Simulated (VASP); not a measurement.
# Co (Im-3m) in VASP: notebook, part 2 of 2

VASP 6.6.1. Earlier steps stand in the parts before.

### 3 Density of states, PBE

POSCAR reads:

```
Co
1.0
   -1.3814792932      1.3814792932      1.3814792932
    1.3814792932     -1.3814792932      1.3814792932
    1.3814792932      1.3814792932     -1.3814792932
Co
1
Direct
    0.0000000000      0.0000000000      0.0000000000
```

INCAR.step1 reads:

```
PREC     = Accurate       # precision mode
ENCUT    = 520            # plane-wave cutoff, eV
EDIFF    = 1E-7           # SCF threshold, eV
ISMEAR   = -1             # smearing method
SIGMA    = 0.05           # smearing width, eV
LREAL    = False          # projectors in reciprocal space
LASPH    = True           # aspherical terms in the spheres
NELM     = 60             # most SCF steps
ALGO     = Normal         # electronic algorithm
ISIF     = 2              # what is computed and relaxed
LWAVE    = False          # write WAVECAR
LCHARG   = True           # write CHGCAR
LMAXMIX  = 4              # l up to which the mixer works
GGA      = PE             # functional
NBANDS   = 10             # bands
```

KPOINTS.step1 reads:

```
Automatic mesh
0
Gamma
  21 21 21
```

INCAR.step2 reads:

```
PREC     = Accurate       # precision mode
ENCUT    = 520            # plane-wave cutoff, eV
EDIFF    = 1E-7           # SCF threshold, eV
ISMEAR   = -5             # smearing method
SIGMA    = 0.05           # smearing width, eV
LREAL    = False          # projectors in reciprocal space
LASPH    = True           # aspherical terms in the spheres
NELM     = 60             # most SCF steps
ALGO     = Normal         # electronic algorithm
ISIF     = 2              # what is computed and relaxed
LWAVE    = False          # write WAVECAR
LCHARG   = False          # write CHGCAR
LMAXMIX  = 4              # l up to which the mixer works
GGA      = PE             # functional
LORBIT   = 11             # projections on sites
NEDOS    = 1001           # points of the DOS
ICHARG   = 11             # starting density
```

KPOINTS.step2 reads:

```
Automatic mesh
0
Gamma
  32 32 32
```

Potentials or basis: VASP PAW PBE potentials, release 64 (Co).

Started as:

```
$ cat potpaw_PBE.64/Co/POTCAR > POTCAR
$ cp INCAR.step1 INCAR
$ cp KPOINTS.step1 KPOINTS
$ mpirun -np 1 vasp_std > vasp.out
$ cp INCAR.step2 INCAR
$ cp KPOINTS.step2 KPOINTS
$ mpirun -np 1 vasp_std > vasp.out
```

OUTCAR:

```text
PREC = Accurate
   ENCUT = 520
   EDIFF = 1E-7
   ISMEAR = -5
   LREAL = False
   LASPH = True
   NELM = 60
   ISIF = 2
   GGA = PE
   LORBIT = 11
   ICHARG = 11

 ion  position               nearest neighbor table
   1  0.000  0.000  0.000-

  LATTYP: Found a body centered cubic cell.
 ALAT       =     2.7629585864

  Lattice vectors:

 A1 = (  -1.3814792932,   1.3814792932,   1.3814792932)
 A2 = (   1.3814792932,  -1.3814792932,   1.3814792932)
 A3 = (   1.3814792932,   1.3814792932,  -1.3814792932)

Analysis of symmetry for initial positions (statically):
=====================================================================
 Subroutine PRICEL returns:
 Original cell was already a primitive cell.

 Routine SETGRP: Setting up the symmetry group for a
 body centered cubic supercell.

 Subroutine GETGRP returns: Found 48 space group operations
 (whereof 48 operations were pure point group operations)
 out of a pool of 48 trial point group operations.

The static configuration has the point symmetry O_h .

Analysis of symmetry for dynamics (positions and initial velocities):
[... 169 lines left out ...]
      2       8.6754      2.00000
      3       8.6754      2.00000
      4       8.6754      2.00000
      5      10.2259      2.00000
      6      10.2259      2.00000
      7      36.5834      0.00000
      8      36.5834      0.00000
[... 243 lines left out ...]
 k-point    24 :       0.2188    0.0313   -0.0000
  band No.  band energies     occupation
      1       3.7772      2.00000
      2       8.1486      2.00000
      3       8.4841      2.00000
      4       9.8084      2.00000
      5       9.9652      2.00000
      6      10.2997      2.00000
      7      27.8062      0.00000
      8      32.7598      0.00000

 [... further k-points ...]

------------------------ aborting loop because EDIFF is reached ----------------------------------------

  FORCE on cell =-STRESS in cart. coord.  units (eV):
  Direction    XX          YY          ZZ          XY          YZ          ZX
  --------------------------------------------------------------------------------------
  -------------------------------------------------------------------------------------
  Total       -0.0407608     -0.0407608     -0.0407608      0.0000000      0.0000000      0.0000000
  in kB       -6.1924217     -6.1924217     -6.1924217      0.0000000      0.0000000      0.0000000
  external PRESSURE =      -6.1924217 kB  Pullay stress =       0.0000000 kB

 VOLUME and BASIS-vectors are now :
 -----------------------------------------------------------------------------
  energy-cutoff  :      520.00
  volume of cell :       10.55
      direct lattice vectors                 reciprocal lattice vectors
    -1.381479293  1.381479293  1.381479293     0.000000000  0.361930868  0.361930868
     1.381479293 -1.381479293  1.381479293     0.361930868  0.000000000  0.361930868
     1.381479293  1.381479293 -1.381479293     0.361930868  0.361930868  0.000000000

 POSITION                                       TOTAL-FORCE (eV/Angst)
 -----------------------------------------------------------------------------------
      0.00000      0.00000      0.00000        -0.000000      0.000000      0.000000
 -----------------------------------------------------------------------------------
    total drift:                                0.000000     -0.000000      0.000000

  FREE ENERGIE OF THE ION-ELECTRON SYSTEM (eV)
  ---------------------------------------------------
  free  energy   TOTEN  =        -6.5962301254 eV

  energy  without entropy=       -6.5962301254  energy(sigma->0) =       -6.59623013

 total charge

# of ion       s       p       d       tot
------------------------------------------
    1        0.487   0.527   7.319   8.332
```

OUTCAR.step1:

```text
PREC = Accurate
   ENCUT = 520
   EDIFF = 1E-7
   ISMEAR = -1
   LREAL = False
[... 528 lines left out ...]

 POSITION                                       TOTAL-FORCE (eV/Angst)
 -----------------------------------------------------------------------------------
      0.00000      0.00000      0.00000         0.000000     -0.000000     -0.000000
 -----------------------------------------------------------------------------------
    total drift:                                0.000000     -0.000000      0.000000

  FREE ENERGIE OF THE ION-ELECTRON SYSTEM (eV)
  ---------------------------------------------------
  free  energy   TOTEN  =        -6.6139390350 eV

  energy  without entropy=       -6.5798165424  energy(sigma->0) =       -6.59687779
```

Wall time 89 s (1 thread of AMD EPYC 7R43 (Zen 3), shared host); peak memory 0.21 GiB.

What came out:

```
Valence electrons inside the program's atomic spheres : Co 8.33
```

Levels at points of the mesh, in eV from the Fermi level:
```
           k point  band 1  band 2  band 3  band 4  band 5  band 6  band 7  band 8
(0.00, 0.00, 0.00)   -8.88   -1.79   -1.79   -1.79   -0.24   -0.24   26.11   26.11
(0.50, 0.00, 0.00)   -4.60   -2.92   -0.28   -0.04    0.44    0.93    7.78   19.22
(0.50, 0.50, 0.50)   -4.26   -4.26    0.66    0.66    0.66   10.34   10.34   10.34
```

Caveat: the run has no spin polarisation, though such a crystal can be magnetic; tetrahedron occupations give inexact forces and stress in metals. Spin polarisation is off, so any magnetic state and its effect on volume and gap are missing.
